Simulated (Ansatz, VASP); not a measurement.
**One calculation of SnTe5, two programs**

```xyz
6
Lattice="3.5797 2.0668 4.3655 -3.5797 2.0668 4.3655 0.0000 -4.1335 4.3655" Properties=species:S:1:pos:R:3 pbc="T T T"
Sn    0.0000    0.0000    6.5482
Te    1.2403   -1.9853    4.3655
Te    0.0000    0.0000   10.7981
Te   -2.3395   -0.0815    4.3655
Te    1.0992    2.0668    4.3655
Te    0.0000    0.0000    2.2982
```

Change from the starting cell: species swapped into the Mg5Zn type (R32, No. 155).

Alike in both runs: functional PBE; k mesh 3 × 3 × 3; occupations gaussian, width 0.1 eV; no spin polarisation.

Ansatz relaxed the structure, and its values are those at the end. VASP's run is a single point on that final structure, the one shown.

```csv
,VASP,Ansatz
version,VASP 6.6.1,Ansatz 0.2.0
potentials or method,"VASP PAW PBE potentials, release 64 (Sn_d, Te), cutoff 520 eV","scalar-relativistic, plane waves, PAW"
valence electrons in the cell,44,94
```

```tsv
	VASP	Ansatz	Ansatz less VASP
gap on the k mesh at the Fermi level (eV)	none	none	-
pressure (GPa)	-0.1	-0.1	+0.04
rms of the force components (eV/Å)	0.006	0.005	-0.0005
```

A gap of «none» marks a metal or a gap that the smearing closes. VASP's potentials hold 44 valence electrons a cell and Ansatz's 94, so a difference there can come from the potentials and not from the codes.

The k mesh is coarse, so the values compare programs but aren't converged. Spin-orbit coupling is off throughout.
